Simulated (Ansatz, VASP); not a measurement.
# Two plane-wave programs on C

The input INCAR:

```
SYSTEM = C
PREC = Accurate ; ENCUT = 520
EDIFF = 1E-6 ; ISMEAR = 0
SIGMA = 0.05 ; LREAL = .FALSE.
LASPH = .TRUE. ; NELM = 100
ALGO = Normal ; ISIF = 2
LWAVE = .FALSE. ; LCHARG = .FALSE.
GGA = PE ; IVDW = 12
NBANDS = 11
```

The input KPOINTS:

```
Automatic mesh
0
G
  15 15 15
  0 0 0
```

The input POSCAR:

```
C
1.0
    1.1896251106      0.6868303778      3.5665822369
   -1.1896251106      0.6868303778      3.5665822369
    0.0000000000     -1.3736607556      3.5665822369
C
2
Direct
    0.1640000000      0.1640000000      0.1640000000
    0.8360000000      0.8360000000      0.8360000000
```

Input for Ansatz:

```yaml
crystal:
  lattice:
    - [1.1896251106, 0.6868303778, 3.5665822369]
    - [-1.1896251106, 0.6868303778, 3.5665822369]
    - [0.0, -1.3736607556, 3.5665822369]
  atoms:
    - { symbol: C, position: [0.164, 0.164, 0.164] }
    - { symbol: C, position: [0.836, 0.836, 0.836] }
basis:
  ecutwfc: 420
kpoints:
  mp_grid: { grid: [15, 15, 15] }
hamiltonian:
  xc: pbe
  dispersion: d3bj
scf:
  occupations: { method: gaussian, width: 0.05 }
output:
  forces: true
  stress: true
  eigenvalues: true
```

Alike in both runs: task single point; functional PBE; dispersion D3(BJ); k mesh 15 × 15 × 15; occupations gaussian, width 0.05 eV; no spin polarisation.

|  | VASP | Ansatz |
| --- | --- | --- |
| version | VASP 6.6.1 | Ansatz 0.2.0 |
| potentials or method | VASP PAW PBE potentials, release 64 (C), cutoff 520 eV | scalar-relativistic, plane waves, PAW |
| valence electrons in the cell | 8 | 8 |

Ansatz gave:

```
gap on the k mesh at the Fermi level (eV) : 0.50
least direct gap on the mesh (eV)         : 0.50
rms of the force components (eV/Å)        : 0.523
```

**Question.** What did VASP give for the same quantities?

**Answer.** gap on the k mesh at the Fermi level (eV): 0.50; least direct gap on the mesh (eV): 0.50; rms of the force components (eV/Å): 0.522.

Atom by atom the forces differ by 0.001 eV/Å (rms over components).
